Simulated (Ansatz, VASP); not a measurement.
One calculation of AlGaN2, two programs

```
CELL_PARAMETERS angstrom
3.21699 0.00000 0.00000
0.00000 3.21699 0.00000
0.00000 0.00000 4.42236
ATOMIC_POSITIONS crystal
Al 0.50000 0.50000 0.50000
Ga 0.00000 0.00000 0.00000
N 0.50000 0.00000 0.73908
N 0.00000 0.50000 0.26092
```

Change from the starting cell: strain +0.025 along x and y, +0.000 along z, atoms carried along.

Alike in both runs: task single point; functional r2SCAN; k mesh 8 × 8 × 6; occupations gaussian, width 0.05 eV; no spin polarisation.

```csv
,VASP,Ansatz
version,VASP 6.6.1,Ansatz 0.2.0
potentials or method,"VASP PAW PBE potentials, release 64 (Al, Ga_d, N), cutoff 520 eV","scalar-relativistic, plane waves, PAW"
valence electrons in the cell,26,26
```

```csv
,VASP,Ansatz,Ansatz less VASP
gap on the k mesh at the Fermi level (eV),3.03,3.02,-0.009
least direct gap on the mesh (eV),3.03,3.02,-0.009
pressure (GPa),-8.9,-9.2,-0.25
"traceless stress, the component that is largest in VASP (GPa)",2.28,2.27,-0.016
rms of the force components (eV/Å),0.046,0.014,-0.0328
```

VASP's potentials were made for PBE, not for r2SCAN. Atom by atom the forces differ by 0.033 eV/Å (rms over components).
